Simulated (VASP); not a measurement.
# BaO (Fm-3m) in VASP: further runs

The runs below take BaO through single point, with r2SCAN.

All numbers are computed with VASP 6.6.1; they aren't measurements. Logs are shortened: lines on timing, memory, paths and dates and some standing lists are left out, and cuts for length are marked.

## (1) The cell of the first run

Symmetry: Fm-3m, No. 225, cubic system. The conventional cell has a = 5.517 Å, b = 5.517 Å, c = 5.517 Å, α = 90.00°, β = 90.00°, γ = 90.00°. Ba (site symmetry m-3m) has 6 O at 2.76 Å within 3.6 Å. Within 3.6 Å of O (site symmetry m-3m) lie 6 Ba at 2.76 Å.

## (2) Single point, r2SCAN

Input file POSCAR:

```
BaO
1.0
    0.0000000000      2.7582533422      2.7582533422
    2.7582533422      0.0000000000      2.7582533422
    2.7582533422      2.7582533422      0.0000000000
Ba O
1 1
Direct
    0.0000000000      0.0000000000      0.0000000000
    0.5000000000      0.5000000000      0.5000000000
```

Input file INCAR.step1:

```
SYSTEM = BaO
PREC = Accurate ; ENCUT = 660
ISMEAR = 0 ; SIGMA = 0.01
LREAL = .False. ; LASPH = .True.
NELM = 120 ; NBANDS = 15
GGA = PE ; ALGO = Normal
EDIFF = 1E-5 ; LWAVE = .True.
LCHARG = .False. ; GGA_COMPAT = .False.
```

Input file INCAR.step2:

```
SYSTEM = BaO
PREC = Accurate ; ENCUT = 660
EDIFF = 1E-6 ; ISMEAR = 0
SIGMA = 0.01 ; LREAL = .False.
LASPH = .True. ; NELM = 120
ALGO = Normal ; ISIF = 2
LWAVE = .False. ; LCHARG = .True.
METAGGA = R2SCAN ; LMIXTAU = .True.
LELF = .True. ; LVHAR = .True.
NBANDS = 15 ; ISTART = 1
GGA_COMPAT = .False.
```

Input file KPOINTS:

```
regular mesh
0
Gamma
  8 8 8
  0 0 0
```

Potentials or basis: VASP PAW PBE potentials, release 64 (Ba_sv, O).

Run with:

```console
$ cat potpaw_PBE.64/Ba_sv/POTCAR potpaw_PBE.64/O/POTCAR > POTCAR
$ cp INCAR.step1 INCAR
$ mpirun -np 1 vasp_std > vasp.out
$ cp INCAR.step2 INCAR
$ mpirun -np 1 vasp_std > vasp.out
```

OUTCAR:

```text
SYSTEM = BaO
   PREC = Accurate
   ENCUT = 660
   EDIFF = 1E-6
   ISMEAR = 0
   LREAL = .False.
   LASPH = .True.
   NELM = 120
   ISIF = 2
   METAGGA = R2SCAN
   ISTART = 1

 ion  position               nearest neighbor table
   1  0.000  0.000  0.000-   2 2.76   2 2.76   2 2.76   2 2.76   2 2.76   2 2.76
   2  0.500  0.500  0.500-   1 2.76   1 2.76   1 2.76   1 2.76   1 2.76   1 2.76

  LATTYP: Found a face centered cubic cell.
 ALAT       =     5.5165066844

  Lattice vectors:

 A1 = (   0.0000000000,   2.7582533422,   2.7582533422)
 A2 = (   2.7582533422,   0.0000000000,   2.7582533422)
 A3 = (   2.7582533422,   2.7582533422,   0.0000000000)

Analysis of symmetry for initial positions (statically):
=====================================================================
 Subroutine PRICEL returns:
 Original cell was already a primitive cell.

 Routine SETGRP: Setting up the symmetry group for a
 face centered cubic supercell.

 Subroutine GETGRP returns: Found 48 space group operations
 (whereof 48 operations were pure point group operations)
 out of a pool of 48 trial point group operations.

The static configuration has the point symmetry O_h .

Analysis of symmetry for dynamics (positions and initial velocities):
=====================================================================
 Subroutine PRICEL returns:
 Original cell was already a primitive cell.

 Routine SETGRP: Setting up the symmetry group for a
 face centered cubic supercell.

 Subroutine GETGRP returns: Found 48 space group operations
 (whereof 48 operations were pure point group operations)
 out of a pool of 48 trial point group operations.

The dynamic configuration has the point symmetry O_h .

 Subroutine INISYM returns: Found 48 space group operations
 (whereof 48 operations are pure point group operations),
 and found     1 'primitive' translations

----------------------------------------------------------------------------------------

                                     Primitive cell

  volume of cell :      41.9694

  direct lattice vectors                    reciprocal lattice vectors
     0.000000000  2.758253342  2.758253342    -0.181274139  0.181274139  0.181274139
     2.758253342  0.000000000  2.758253342     0.181274139 -0.181274139  0.181274139
     2.758253342  2.758253342  0.000000000     0.181274139  0.181274139 -0.181274139

  length of vectors
     3.900759285  3.900759285  3.900759285     0.313976019  0.313976019  0.313976019

  position of ions in fractional coordinates (direct lattice)
     0.000000000  0.000000000  0.000000000
     0.500000000  0.500000000  0.500000000

  ion indices of the primitive-cell ions
   primitive index   ion index
                 1           1
                 2           2

----------------------------------------------------------------------------------------

 KPOINTS: regular mesh

Automatic generation of k-mesh.
 Grid dimensions read from file:
 generate k-points for:    8    8    8

 Generating k-lattice:

  Cartesian coordinates                     Fractional coordinates (reciprocal lattice)
    -0.022659267  0.022659267  0.022659267     0.125000000  0.000000000  0.000000000
     0.022659267 -0.022659267  0.022659267     0.000000000  0.125000000  0.000000000
     0.022659267  0.022659267 -0.022659267     0.000000000  0.000000000  0.125000000

  Length of vectors
     0.039247002  0.039247002  0.039247002

  Shift w.r.t. Gamma in fractional coordinates (k-lattice)
     0.000000000  0.000000000  0.000000000

 Subroutine IBZKPT returns following result:
 ===========================================

 Found     29 irreducible k-points:

 Following reciprocal coordinates:
            Coordinates               Weight
  0.000000  0.000000  0.000000      1.000000
  0.125000  0.000000  0.000000      8.000000
  0.250000  0.000000  0.000000      8.000000
  0.375000  0.000000  0.000000      8.000000
  0.500000  0.000000  0.000000      4.000000
  0.125000  0.125000  0.000000      6.000000
[... 16 lines left out ...]
  0.500000  0.250000  0.125000     48.000000
 -0.375000  0.250000  0.125000     24.000000
 [... further k-points ...]
   k-points           NKPTS =     29   k-points in BZ     NKDIM =     29   number of bands    NBANDS=     15
   number of dos      NEDOS =    301   number of ions     NIONS =      2
   total plane-waves  NPLWV =  46656
   dimension x,y,z NGX =    36 NGY =   36 NGZ =   36
   dimension x,y,z NGXF=    72 NGYF=   72 NGZF=   72
   ions per type =               1   1
   NGX,Y,Z   is equivalent  to a cutoff of  15.34, 15.34, 15.34 a.u.
   NGXF,Y,Z  is equivalent  to a cutoff of  30.69, 30.69, 30.69 a.u.
 SYSTEM =  BaO
   PREC   = accura    normal or accurate (medium, high low for compatibility)
   ISTART =      1    job   : 0-new  1-cont  2-samecut
   ICHARG =      0    charge: 1-file 2-atom 10-const
   ISPIN  =      1    spin polarized calculation?
   LNONCOLLINEAR =      F non collinear calculations
   LSORBIT =      F    spin-orbit coupling
   LASPH  =      T    aspherical Exc in radial PAW
   ENCUT  =  660.0 eV  48.51 Ry    6.96 a.u.   8.17  8.17  8.17*2*pi/ulx,y,z
   NELM   =    120;   NELMIN=  2; NELMDL=  0     # of ELM steps
   EDIFF  = 0.1E-05   stopping-criterion for ELM
   LREAL  =      F    real-space projection
   EDIFFG = 0.1E-04   stopping-criterion for IOM
   NSW    =      0    number of steps for IOM
   IBRION =     -1    ionic relax: 0-MD 1-quasi-New 2-CG
   NFREE  =      0    steps in history (QN), initial steepest desc. (CG)
   ISIF   =      2    stress and relaxation
   ISYM   =      2    0-nonsym 1-usesym 2-fastsym
   POTIM  = 0.5000    time-step for ionic-motion
   TEBEG  =    0.0;   TEEND  =   0.0 temperature during run
   PSTRESS=    0.0 pullay stress
   NELECT =      16.0000    total number of electrons
   NUPDOWN=      -1.0000    fix difference up-down
   EMIN   =  10.00;   EMAX   =-10.00  energy-range for DOS
   EFERMI =   0.00;   METHOD = LEGACY
   ISMEAR =     0;   SIGMA  =   0.01  broadening in eV -4-tet -1-fermi 0-gaus
   EFERMI_NEDOS =   21; number of points for ismear=-14 and -15
   IALGO  =     38    algorithm
   IMIX   =      4    mixing-type and parameters
     AMIX     =   0.40;   BMIX     =  1.00
     AMIX_MAG =   1.60;   BMIX_MAG =  1.00
  volume/ion in A,a.u.               =      20.98       141.61
  Fermi-wavevector in a.u.,A,eV,Ry     =   1.187055  2.243208 19.171949  1.409098
  Thomas-Fermi vector in A             =   2.323214
   LORBIT       =      0    0 simple, 1 ext, 2 COOP (PROOUT), +10 PAW based schemes
   METAGGA = R2SCAN    functional components
   LHFCALC =     F    Hartree Fock is set to
   AEXX    =    0.0000 exact exchange contribution
   IVDW    =     0    specifies the selected vdW correction
   LEPSILON=     F    determine dielectric tensor
   LRPA    =     F    only Hartree local field effects (RPA)
 non-spin polarized calculation
 Gauss-broadening in eV      SIGMA  =   0.01
  energy-cutoff  :      660.00
  volume of cell :       41.97
 maximum number of plane-waves:      1639
 NGX is ok and might be reduce to    36
   NGX = 17   NGY = 17   NGZ = 17

 number of electron      16.0000001 magnetization

 Free energy of the ion-electron system (eV)
  ---------------------------------------------------
  ext. energy  EPLUGINS =         0.00000000
  ---------------------------------------------------
  free energy    TOTEN  =       -37.81695043 eV

  energy without entropy =      -37.81695043  energy(sigma->0) =      -37.81695043

 E-fermi :   1.7931     XC(G=0): -10.2266

 val. band max:        1.7383114083   @ k =   0.5000   0.5000   0.0000
 cond. band min:       4.0040280708   @ k =   0.5000   0.5000   0.0000
 fundamental gap:      2.2657166625
 Fermi energy:         1.7930581424

 k-point     1 :       0.0000    0.0000    0.0000
  band No.  band energies     occupation
      1     -24.9418      2.00000
      2     -14.2835      2.00000
      3      -8.9969      2.00000
      4      -8.9969      2.00000
      5      -8.9969      2.00000
      6       1.3316      2.00000
      7       1.3316      2.00000
      8       1.3316      2.00000
      9       5.9224      0.00000
     10       6.8531      0.00000
     11       6.8531      0.00000
     12       6.8531      0.00000
     13       9.3266      0.00000
     14       9.3266      0.00000
     15      12.1274      0.00000

 k-point     2 :       0.1250    0.0000    0.0000
  band No.  band energies     occupation
      1     -24.9019      2.00000
      2     -14.3883      2.00000
      3      -9.0415      2.00000
      4      -9.0149      2.00000
      5      -9.0149      2.00000
      6       1.0157      2.00000
      7       1.1305      2.00000
      8       1.1305      2.00000
      9       6.5142      0.00000
     10       6.7554      0.00000
     11       7.1532      0.00000
     12       7.1532      0.00000
     13       9.7400      0.00000
     14       9.7400      0.00000
     15      13.1333      0.00000

 k-point     3 :       0.2500    0.0000    0.0000
  band No.  band energies     occupation
      1     -24.8029      2.00000
      2     -14.6431      2.00000
      3      -9.1421      2.00000
      4      -9.0573      2.00000
      5      -9.0573      2.00000
      6       0.4034      2.00000
      7       0.6985      2.00000
      8       0.6985      2.00000
      9       6.5921      0.00000
     10       7.9661      0.00000
     11       7.9661      0.00000
     12       8.1688      0.00000
     13      10.7700      0.00000
     14      10.7700      0.00000
     15      15.3093      0.00000

 k-point     4 :       0.3750    0.0000    0.0000
  band No.  band energies     occupation
      1     -24.7000      2.00000
      2     -14.9009      2.00000
      3      -9.2334      2.00000
      4      -9.0983      2.00000
      5      -9.0983      2.00000
      6      -0.0977      2.00000
      7       0.3222      2.00000
      8       0.3222      2.00000
      9       6.8648      0.00000
     10       8.9540      0.00000
     11       8.9540      0.00000
     12       9.7991      0.00000
     13      12.0648      0.00000
     14      12.0648      0.00000
     15      16.4320      0.00000
[... 307 lines left out ...]
 k-point    22 :       0.3750    0.2500    0.1250
  band No.  band energies     occupation
      1     -24.7320      2.00000
      2     -14.6863      2.00000
      3      -9.4352      2.00000
      4      -9.2678      2.00000
      5      -9.1440      2.00000
      6       0.2419      2.00000
      7       0.6851      2.00000
      8       1.3010      2.00000
      9       5.7192      0.00000
     10       8.0445      0.00000
     11       8.8744      0.00000
     12       9.2972      0.00000
     13      11.0396      0.00000
     14      11.7925      0.00000
     15      16.8078      0.00000

 k-point    23 :       0.5000    0.2500    0.1250
  band No.  band energies     occupation
      1     -24.6511      2.00000
      2     -14.8036      2.00000
      3      -9.6285      2.00000
      4      -9.5034      2.00000
      5      -9.1277      2.00000
      6       0.2597      2.00000
      7       0.4946      2.00000
      8       1.1464      2.00000
      9       6.2381      0.00000
     10       8.2267      0.00000
     11       9.7073      0.00000
     12       9.8465      0.00000
     13      11.9937      0.00000
     14      13.4578      0.00000
     15      15.5002      0.00000

 k-point    24 :      -0.3750    0.2500    0.1250
  band No.  band energies     occupation
      1     -24.6169      2.00000
      2     -14.8533      2.00000
      3      -9.6650      2.00000
      4      -9.6404      2.00000
      5      -9.1207      2.00000
      6       0.1476      2.00000
      7       0.7709      2.00000
      8       0.8283      2.00000
      9       6.9864      0.00000
     10       7.6279      0.00000
     11      10.1575      0.00000
     12      10.2787      0.00000
     13      12.5650      0.00000
     14      14.2459      0.00000
     15      14.8909      0.00000

 [... further k-points ...]

------------------------ aborting loop because EDIFF is reached ----------------------------------------

  FORCE on cell =-STRESS in cart. coord.  units (eV):
  Direction    XX          YY          ZZ          XY          YZ          ZX
  --------------------------------------------------------------------------------------
  -------------------------------------------------------------------------------------
  Total        0.7544831      0.7544831      0.7544831     -0.0000000      0.0000000     -0.0000000
  in kB       28.8023315     28.8023315     28.8023315     -0.0000000      0.0000000     -0.0000000
  external PRESSURE =      28.8023315 kB  Pullay stress =       0.0000000 kB

 VOLUME and BASIS-vectors are now :
 -----------------------------------------------------------------------------
  energy-cutoff  :      660.00
  volume of cell :       41.97
      direct lattice vectors                 reciprocal lattice vectors
     0.000000000  2.758253342  2.758253342    -0.181274139  0.181274139  0.181274139
     2.758253342  0.000000000  2.758253342     0.181274139 -0.181274139  0.181274139
     2.758253342  2.758253342  0.000000000     0.181274139  0.181274139 -0.181274139

 POSITION                                       TOTAL-FORCE (eV/Angst)
 -----------------------------------------------------------------------------------
      0.00000      0.00000      0.00000        -0.000000      0.000000     -0.000000
      2.75825      2.75825      2.75825         0.000000     -0.000000      0.000000
 -----------------------------------------------------------------------------------
    total drift:                                0.000000      0.000000      0.000000

  FREE ENERGIE OF THE ION-ELECTRON SYSTEM (eV)
  ---------------------------------------------------
  free  energy   TOTEN  =       -37.8169504272 eV

  energy  without entropy=      -37.8169504272  energy(sigma->0) =      -37.81695043
```

Wall time 3.4 min (1 thread of Intel Xeon 8259CL, shared host); peak memory 0.22 GiB.

Results:

- Free energy: -37.8170 eV
- Pressure: 2.9 GPa
- Band gap on the k mesh: 2.27 eV

Caveat: the PAW data sets were made with another functional, which shifts forces and pressure a little; spin-orbit coupling is left out, which moves the levels of the heavy elements. r2SCAN opens gaps a little over a GGA but as a rule still falls short of measured ones.

(Part 1 of 2 ends here.)
